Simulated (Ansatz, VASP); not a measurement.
Na3ScTe in VASP and in Ansatz

```
CELL_PARAMETERS angstrom
4.21870 0.00000 0.00000
0.00000 4.21870 0.00000
0.00000 0.00000 8.98933
ATOMIC_POSITIONS crystal
Na 0.50000 0.00000 0.06372
Na 0.00000 0.00000 0.40009
Na 0.00000 0.50000 0.06372
Sc 0.50000 0.50000 0.72025
Te 0.00000 0.00000 0.75222
```

Alike in both runs: functional PBE; k mesh 4 × 4 × 4; occupations gaussian, width 0.1 eV; no spin polarisation.

Ansatz relaxed the structure, and its values are those at the end. VASP's run is a single point on that final structure, the one shown.

|  | VASP | Ansatz |
| --- | --- | --- |
| version | VASP 6.6.1 | Ansatz 0.2.0 |
| potentials or method | VASP PAW PBE potentials, release 64 (Na_pv, Sc_sv, Te), cutoff 520 eV | scalar-relativistic, plane waves, PAW |
| valence electrons in the cell | 38 | 54 |

```csv
,VASP,Ansatz,Ansatz less VASP
gap on the k mesh at the Fermi level (eV),none,none,-
pressure (GPa),0.0,-0.1,-0.02
rms of the force components (eV/Å),0.004,0.006,+0.0014
```

A gap of «none» marks a metal or a gap that the smearing closes. VASP's potentials hold 38 valence electrons a cell and Ansatz's 54, so a difference there can come from the potentials and not from the codes.

The k mesh is coarse, so the values compare programs but aren't converged. Neither program's run includes spin-orbit coupling.
